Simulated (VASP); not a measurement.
# Na (I4/mmm) in VASP: further runs

Runs on Na. Level: PBEsol. Tasks: single point.

Program: VASP 6.6.1. These are calculated values, not measurements. Logs are shortened: lines on timing, memory, paths and dates and some standing lists are left out, and cuts for length are marked.

## (1) The cell of the first run

The structure is tetragonal, space group I4/mmm (No. 139). Conventional cell: a = 3.658 Å, b = 3.658 Å, c = 5.621 Å, α = 90.00°, β = 90.00°, γ = 90.00°. Na (site symmetry 4/mmm) has 12 Na at 3.66 to 3.82 Å within 4.8 Å.

## (2) Single point, PBEsol

Contents of INCAR:

```
ALGO = Fast
EDIFF = 1E-7
ENCUT = 520
GGA = PS
ISIF = 2
ISMEAR = 0
LASPH = True
LCHARG = False
LREAL = False
LWAVE = False
NBANDS = 10
NELM = 60
PREC = Accurate
SIGMA = 0.15
```

Contents of KPOINTS:

```
k-points
0
Gamma
  20 20 20
```

Contents of POSCAR:

```
Na
1.0
   -1.8292429077      1.8292429077      2.8102879292
    1.8292429077     -1.8292429077      2.8102879292
    1.8292429077      1.8292429077     -2.8102879292
Na
1
Direct
    0.0000000000      0.0000000000      0.0000000000
```

Potentials or basis: VASP PAW PBE potentials, release 64 (Na_pv).

Command:

```sh
> cat potpaw_PBE.64/Na_pv/POTCAR > POTCAR
> mpirun -np 1 vasp_std > vasp.out
```

OUTCAR:

```text
EDIFF = 1E-7
   ENCUT = 520
   GGA = PS
   ISIF = 2
   ISMEAR = 0
   LASPH = True
   LREAL = False
   NELM = 60
   PREC = Accurate

 ion  position               nearest neighbor table
   1  0.000  0.000  0.000-

  LATTYP: Found a body centered tetragonal cell.
 ALAT       =     3.6584858154
 C/A-ratio  =     1.5363120542

  Lattice vectors:

 A1 = (  -1.8292429077,   1.8292429077,   2.8102879292)
 A2 = (   1.8292429077,  -1.8292429077,   2.8102879292)
 A3 = (   1.8292429077,   1.8292429077,  -2.8102879292)

Analysis of symmetry for initial positions (statically):
=====================================================================
 Subroutine PRICEL returns:
 Original cell was already a primitive cell.

 Routine SETGRP: Setting up the symmetry group for a
 body centered tetragonal supercell.

 Subroutine GETGRP returns: Found 16 space group operations
 (whereof 16 operations were pure point group operations)
 out of a pool of 16 trial point group operations.

The static configuration has the point symmetry D_4h.

Analysis of symmetry for dynamics (positions and initial velocities):
=====================================================================
 Subroutine PRICEL returns:
 Original cell was already a primitive cell.

 Routine SETGRP: Setting up the symmetry group for a
 body centered tetragonal supercell.

 Subroutine GETGRP returns: Found 16 space group operations
 (whereof 16 operations were pure point group operations)
 out of a pool of 16 trial point group operations.

The dynamic configuration has the point symmetry D_4h.

 Subroutine INISYM returns: Found 16 space group operations
 (whereof 16 operations are pure point group operations),
 and found     1 'primitive' translations

----------------------------------------------------------------------------------------

                                     Primitive cell

  volume of cell :      37.6144

  direct lattice vectors                    reciprocal lattice vectors
    -1.829242908  1.829242908  2.810287929     0.000000000  0.273337126  0.177917713
     1.829242908 -1.829242908  2.810287929     0.273337126  0.000000000  0.177917713
     1.829242908  1.829242908 -2.810287929     0.273337126  0.273337126  0.000000000

  length of vectors
     3.819682903  3.819682903  3.819682903     0.326140916  0.326140916  0.386557071

  position of ions in fractional coordinates (direct lattice)
     0.000000000  0.000000000  0.000000000

  ion indices of the primitive-cell ions
   primitive index   ion index
                 1           1

----------------------------------------------------------------------------------------

 KPOINTS: k-points

Automatic generation of k-mesh.
 Grid dimensions read from file:
 generate k-points for:   20   20   20

 Generating k-lattice:

  Cartesian coordinates                     Fractional coordinates (reciprocal lattice)
     0.000000000  0.013666856  0.008895886     0.050000000 -0.000000000  0.000000000
     0.013666856  0.000000000  0.008895886    -0.000000000  0.050000000  0.000000000
     0.013666856  0.013666856  0.000000000     0.000000000  0.000000000  0.050000000

  Length of vectors
     0.016307046  0.016307046  0.019327854

  Shift w.r.t. Gamma in fractional coordinates (k-lattice)
     0.000000000  0.000000000  0.000000000

 Subroutine IBZKPT returns following result:
 ===========================================

 Found    641 irreducible k-points:

 Following reciprocal coordinates:
            Coordinates               Weight
  0.000000  0.000000  0.000000      1.000000
  0.050000  0.000000 -0.000000      8.000000
  0.100000  0.000000  0.000000      8.000000
  0.150000  0.000000 -0.000000      8.000000
  0.200000  0.000000  0.000000      8.000000
  0.250000  0.000000  0.000000      8.000000
[... 16 lines left out ...]
 -0.400000  0.050000  0.000000     16.000000
 -0.350000  0.050000  0.000000     16.000000
 [... further k-points ...]
   k-points           NKPTS =    641   k-points in BZ     NKDIM =    641   number of bands    NBANDS=     10
   number of dos      NEDOS =    301   number of ions     NIONS =      1
   total plane-waves  NPLWV =  21952
   dimension x,y,z NGX =    28 NGY =   28 NGZ =   28
   dimension x,y,z NGXF=    56 NGYF=   56 NGZF=   56
   ions per type =               1
   NGX,Y,Z   is equivalent  to a cutoff of  12.19, 12.19, 12.19 a.u.
   NGXF,Y,Z  is equivalent  to a cutoff of  24.37, 24.37, 24.37 a.u.
 SYSTEM =  unknown system
   PREC   = accura    normal or accurate (medium, high low for compatibility)
   ISTART =      0    job   : 0-new  1-cont  2-samecut
   ICHARG =      2    charge: 1-file 2-atom 10-const
   ISPIN  =      1    spin polarized calculation?
   LNONCOLLINEAR =      F non collinear calculations
   LSORBIT =      F    spin-orbit coupling
   LASPH  =      T    aspherical Exc in radial PAW
   ENCUT  =  520.0 eV  38.22 Ry    6.18 a.u.   7.10  7.10  7.10*2*pi/ulx,y,z
   NELM   =     60;   NELMIN=  2; NELMDL= -5     # of ELM steps
   EDIFF  = 0.1E-06   stopping-criterion for ELM
   LREAL  =      F    real-space projection
   EDIFFG = 0.1E-05   stopping-criterion for IOM
   NSW    =      0    number of steps for IOM
   IBRION =     -1    ionic relax: 0-MD 1-quasi-New 2-CG
   NFREE  =      0    steps in history (QN), initial steepest desc. (CG)
   ISIF   =      2    stress and relaxation
   ISYM   =      2    0-nonsym 1-usesym 2-fastsym
   POTIM  = 0.5000    time-step for ionic-motion
   TEBEG  =    0.0;   TEEND  =   0.0 temperature during run
   PSTRESS=    0.0 pullay stress
   NELECT =       7.0000    total number of electrons
   NUPDOWN=      -1.0000    fix difference up-down
   EMIN   =  10.00;   EMAX   =-10.00  energy-range for DOS
   EFERMI =   0.00;   METHOD = LEGACY
   ISMEAR =     0;   SIGMA  =   0.15  broadening in eV -4-tet -1-fermi 0-gaus
   EFERMI_NEDOS =   21; number of points for ismear=-14 and -15
   IALGO  =     68    algorithm
   IMIX   =      4    mixing-type and parameters
     AMIX     =   0.40;   BMIX     =  1.00
     AMIX_MAG =   1.60;   BMIX_MAG =  1.00
  volume/ion in A,a.u.               =      37.61       253.83
  Fermi-wavevector in a.u.,A,eV,Ry     =   0.934666  1.766262 11.886050  0.873600
  Thomas-Fermi vector in A             =   2.061494
   LORBIT       =      0    0 simple, 1 ext, 2 COOP (PROOUT), +10 PAW based schemes
   GGA     = PS    functional components
   LHFCALC =     F    Hartree Fock is set to
   AEXX    =    0.0000 exact exchange contribution
   IVDW    =     0    specifies the selected vdW correction
   LEPSILON=     F    determine dielectric tensor
   LRPA    =     F    only Hartree local field effects (RPA)
 non-spin polarized calculation
 RMM-DIIS sequential band-by-band and
 Gauss-broadening in eV      SIGMA  =   0.15
  energy-cutoff  :      520.00
  volume of cell :       37.61
 maximum number of plane-waves:      1040
   NGX = 15   NGY = 15   NGZ = 15

 number of electron       6.9999996 magnetization

 Free energy of the ion-electron system (eV)
  ---------------------------------------------------
  ext. energy  EPLUGINS =         0.00000000
  ---------------------------------------------------
  free energy    TOTEN  =        -1.40017941 eV

  energy without entropy =       -1.39467003  energy(sigma->0) =       -1.39742472

 E-fermi :   0.2702     XC(G=0):  -6.4625

 val. band max:        0.2626406750   @ k =   0.5000   0.2000   0.1000
 cond. band min:       0.2827078543   @ k =  -0.3500   0.3500   0.1500
 fundamental gap:      0.0200671793
 Fermi energy:         0.2701989741

 k-point     1 :       0.0000    0.0000    0.0000
  band No.  band energies     occupation
      1     -24.5311      2.00000
      2     -24.5311      2.00000
      3     -24.5305      2.00000
      4      -2.9831      2.00000
      5      11.1167      0.00000
      6      11.4205      0.00000
      7      11.4205      0.00000
      8      12.4071      0.00000
      9      12.8473      0.00000
     10      12.8519      0.00000

 k-point     2 :       0.0500    0.0000   -0.0000
  band No.  band energies     occupation
      1     -24.5319      2.00000
      2     -24.5312      2.00000
      3     -24.5307      2.00000
      4      -2.9417      2.00000
      5      10.4954      0.00000
      6      11.1055      0.00000
      7      11.3432      0.00000
      8      12.5280      0.00000
      9      12.9933      0.00000
     10      13.0421      0.00000

 k-point     3 :       0.1000    0.0000    0.0000
  band No.  band energies     occupation
      1     -24.5343      2.00000
      2     -24.5314      2.00000
      3     -24.5312      2.00000
      4      -2.8179      2.00000
      5       9.2968      0.00000
      6      10.8307      0.00000
      7      11.1765      0.00000
      8      12.2883      0.00000
      9      13.3333      0.00000
     10      13.3602      0.00000

 k-point     4 :       0.1500    0.0000   -0.0000
  band No.  band energies     occupation
      1     -24.5381      2.00000
      2     -24.5320      2.00000
      3     -24.5317      2.00000
      4      -2.6121      2.00000
      5       8.0771      0.00000
      6      10.5436      0.00000
      7      11.0046      0.00000
      8      11.9758      0.00000
      9      12.9183      0.00000
     10      13.8396      0.00000
[... 222 lines left out ...]
 k-point    22 :      -0.4500    0.0500    0.0000
  band No.  band energies     occupation
      1     -24.5639      2.00000
      2     -24.5370      2.00000
      3     -24.5342      2.00000
      4       0.0902      1.91025
      5       2.1496      0.00000
      6       9.2354      0.00000
      7      10.3196      0.00000
      8      10.7071      0.00000
      9      11.7439      0.00000
     10      12.7183      0.00000

 k-point    23 :      -0.4000    0.0500    0.0000
  band No.  band energies     occupation
      1     -24.5611      2.00000
      2     -24.5365      2.00000
      3     -24.5339      2.00000
      4      -0.5494      2.00000
      5       3.0408      0.00000
      6       9.2443      0.00000
      7      10.3347      0.00000
      8      10.9624      0.00000
      9      11.9457      0.00000
     10      12.7469      0.00000

 k-point    24 :      -0.3500    0.0500    0.0000
  band No.  band energies     occupation
      1     -24.5572      2.00000
      2     -24.5357      2.00000
      3     -24.5335      2.00000
      4      -1.1207      2.00000
      5       4.0035      0.00000
      6       9.3117      0.00000
      7      10.3443      0.00000
      8      11.3056      0.00000
      9      12.2468      0.00000
     10      12.7901      0.00000

 [... further k-points ...]
[... 5 lines left out ...]
  --------------------------------------------------------------------------------------
  -------------------------------------------------------------------------------------
  Total       -0.0364839     -0.0364839     -0.0906077      0.0000000      0.0000000      0.0000000
  in kB       -1.5540278     -1.5540278     -3.8594191      0.0000000      0.0000000      0.0000000
  external PRESSURE =      -2.3224916 kB  Pullay stress =       0.0000000 kB

 VOLUME and BASIS-vectors are now :
 -----------------------------------------------------------------------------
  energy-cutoff  :      520.00
  volume of cell :       37.61
      direct lattice vectors                 reciprocal lattice vectors
    -1.829242908  1.829242908  2.810287929     0.000000000  0.273337126  0.177917713
     1.829242908 -1.829242908  2.810287929     0.273337126  0.000000000  0.177917713
     1.829242908  1.829242908 -2.810287929     0.273337126  0.273337126  0.000000000

 POSITION                                       TOTAL-FORCE (eV/Angst)
 -----------------------------------------------------------------------------------
      0.00000      0.00000      0.00000         0.000000      0.000000      0.000000
 -----------------------------------------------------------------------------------
    total drift:                               -0.000000     -0.000000     -0.000000

  FREE ENERGIE OF THE ION-ELECTRON SYSTEM (eV)
  ---------------------------------------------------
  free  energy   TOTEN  =        -1.4001794086 eV

  energy  without entropy=       -1.3946700290  energy(sigma->0) =       -1.39742472
```

It took 2.3 min on 1 thread of Intel Xeon Platinum 8488C (Sapphire Rapids), shared host; peak memory 0.3 GiB.

Results:

```
Free energy : -1.4002 eV
Pressure    : -0.2 GPa
```

Caveat: the PAW data sets were made with another functional, which shifts forces and pressure a little.

## (3) Single point, PBEsol

This run uses another cell than the first one, of the same volume but with other edges.

Contents of INCAR:

```
SYSTEM = Na
PREC = Accurate
ENCUT = 520
EDIFF = 1E-7
ISMEAR = 0
SIGMA = 0.15
LREAL = .FALSE.
LASPH = .TRUE.
NELM = 60
ALGO = Fast
ISIF = 2
LWAVE = .FALSE.
LCHARG = .TRUE.
GGA = PS
LELF = .TRUE.
LVHAR = .TRUE.
NBANDS = 10
```

Contents of KPOINTS:

```
Automatic mesh
0
G
  20 20 20
  0 0 0
```

Contents of POSCAR:

```
Na
1.0
   -2.0340999038      2.0340999038      2.2727361466
    2.0340999038     -2.0340999038      2.2727361466
    2.0340999038      2.0340999038     -2.2727361466
Na
1
Direct
    0.0000000000      0.0000000000      0.0000000000
```

Potentials or basis: VASP PAW PBE potentials, release 64 (Na_pv).

Command:

```sh
> cat potpaw_PBE.64/Na_pv/POTCAR > POTCAR
> mpirun -np 1 vasp_std > vasp.out
```

Run time: 2.4 min. Hardware: 1 thread of Intel Xeon Platinum 8488C (Sapphire Rapids), shared host; peak memory 0.3 GiB.

The run converged. Its results:

* Free energy: -1.4007 eV
* Pressure: -0.2 GPa

Levels at points of the mesh, in eV from the Fermi level:
```
           k point  band 2  band 3  band 4  band 5  band 6  band 7
(0.00, 0.00, 0.00)  -24.81  -24.81   -3.26   11.19   11.19   11.91
(0.50, 0.00, 0.00)  -24.82  -24.81    0.62    1.06    8.65    9.58
(0.50, 0.50, 0.00)  -24.82  -24.81    1.02    1.54    7.31    8.21
(0.50, 0.50, 0.50)  -24.83  -24.83    3.66    3.87    4.98    5.49
```

Caveat: the PAW data sets were made with another functional, which shifts forces and pressure a little.
